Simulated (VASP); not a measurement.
# AlFe: relaxation of cell and atoms with RPBE

The system is AlFe.

```
CELL_PARAMETERS angstrom
2.93382 0.00000 0.00000
0.00000 2.93382 0.00000
0.00000 0.00000 2.93382
ATOMIC_POSITIONS crystal
Al 0.00000 0.00000 0.00000
Fe 0.50000 0.50000 0.50000
```

```yaml
Program: VASP 6.6.1
Task: relaxation of cell and atoms
Functional: RPBE
Potentials_or_basis: VASP PAW PBE potentials, release 64 (Al, Fe)
Cutoff: 600 eV
k_mesh: 9 × 9 × 9
Occupations: fermi-dirac, width 0.1 eV
Spin: no spin polarisation
Dipole_correction: no
Further_INCAR_settings: ALGO = Normal; EDIFF = 1e-07; IBRION = 2; EDIFFG = -0.01; NSW = 60; ISIF = 3
```

```json
{
  "Relaxed volume": "12.08 Å³/atom",
  "Relaxed cell": "a = 2.891 Å, b = 2.891 Å, c = 2.891 Å, α = 90.00°, β = 90.00°, γ = 90.00°",
  "Space group after relaxing (to 0.1 Å)": "Pm-3m (No. 221)",
  "Energy gained by relaxing": "12.2 meV/atom",
  "Ionic steps": "3",
  "Pressure after relaxing": "0.0 GPa",
  "Band gap on the k mesh": "zero (an odd number of electrons rules out a gap without spin polarisation)"
}
```

Step by step:
| step | energy change (eV) | largest force (eV/Å) | pressure (GPa) | volume (Å³) |
| --- | --- | --- | --- | --- |
| 1 | 0.0000 | 0.0000 | -6.81 | 25.25 |
| 2 | -0.0090 | 0.0000 | 6.21 | 23.34 |
| 3 | -0.0243 | 0.0000 | -0.02 | 24.16 |

Final structure:
```yaml
crystal:
  lattice:
    - [2.89081, 0.00000, 0.00000]
    - [0.00000, 2.89081, 0.00000]
    - [0.00000, 0.00000, 2.89081]
  atoms:
    - { symbol: Al, position: [0.00000, 0.00000, 0.00000] }
    - { symbol: Fe, position: [0.50000, 0.50000, 0.50000] }
```

Levels at points of the mesh, in eV from the Fermi level:
```tsv
k point	band 3	band 4	band 5	band 6	band 7	band 8	band 9
(0.00, 0.00, 0.00)	-2.14	0.14	0.14	0.14	6.41	6.41	6.41
```

Wall time 21 s on 1 thread of AMD EPYC 7R43 64-Core Processor (Zen 3), on a shared host, peak memory 0.11 GiB.

Caveat: the PAW data sets were made with another functional, which shifts forces and pressure a little; the run has no spin polarisation, though such a crystal can be magnetic. Spin polarisation is off, so any magnetic state and its effect on volume and gap are missing.
